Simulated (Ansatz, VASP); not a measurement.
# One calculation of MgO, two programs

The input INCAR:

```
SYSTEM = MgO
PREC = Accurate
ENCUT = 520
EDIFF = 1E-6
ISMEAR = 0
SIGMA = 0.05
LREAL = .False.
LASPH = .True.
NELM = 60
ALGO = Normal
ISIF = 2
LWAVE = .False.
LCHARG = .True.
GGA = PE
LELF = .True.
LVHAR = .True.
NBANDS = 16
```

The input KPOINTS:

```
regular mesh
0
Gamma
  9 9 6
  0 0 0
```

POSCAR

```
MgO
1.0
    3.4772157108      0.0000000000      0.0000000000
   -1.7386078554      3.0113571399      0.0000000000
    0.0000000000      0.0000000000      4.6556441151
Mg O
2 2
Direct
    0.3333333333      0.6666666667      0.0258441501
    0.6666666667      0.3333333333      0.5258441501
    0.3333333333      0.6666666667      0.3982811987
    0.6666666667      0.3333333333      0.8982811987
```

Input for Ansatz:

```yaml
crystal:
  lattice:
    - [3.4772157108, 0.0, 0.0]
    - [-1.7386078554, 3.0113571399, 0.0]
    - [0.0, 0.0, 4.6556441151]
  atoms:
    - { symbol: Mg, position: [0.3333333333, 0.6666666667, 0.0258441501] }
    - { symbol: Mg, position: [0.6666666667, 0.3333333333, 0.5258441501] }
    - { symbol: O, position: [0.3333333333, 0.6666666667, 0.3982811987] }
    - { symbol: O, position: [0.6666666667, 0.3333333333, 0.8982811987] }
basis:
  ecutwfc: 520.0
kpoints:
  mp_grid: { grid: [9, 9, 6] }
hamiltonian:
  xc: pbe
  pseudopotentials: { kind: paw, azcp: { folder: soft_1 } }
scf:
  occupations: { method: gaussian, width: 0.05 }
output:
  forces: true
  stress: true
  eigenvalues: true
```

Alike in both runs: task single point; functional PBE; k mesh 9 × 9 × 6; occupations gaussian, width 0.05 eV; no spin polarisation.

```csv
,VASP,Ansatz
version,VASP 6.6.1,Ansatz 0.2.0
potentials or method,"VASP PAW PBE potentials, release 64 (Mg, O), cutoff 520 eV","scalar-relativistic, plane waves, PAW"
valence electrons in the cell,16,32
```

|  | VASP | Ansatz | Ansatz less VASP |
| --- | --- | --- | --- |
| gap on the k mesh at the Fermi level (eV) | 3.29 | 3.31 | +0.013 |
| least direct gap on the mesh (eV) | 3.29 | 3.31 | +0.013 |
| pressure (GPa) | 7.9 | 8.1 | +0.16 |
| traceless stress, the component that is largest in VASP (GPa) | 35.26 | 34.53 | -0.731 |
| rms of the force components (eV/Å) | 2.345 | 2.295 | -0.0501 |

Atom by atom the forces differ by 0.050 eV/Å (rms over components). With one functional, cell and mesh, what is left measures potentials, basis and numerics. VASP's potentials hold 16 valence electrons a cell and Ansatz's 32, so a difference there can come from the potentials and not from the codes.
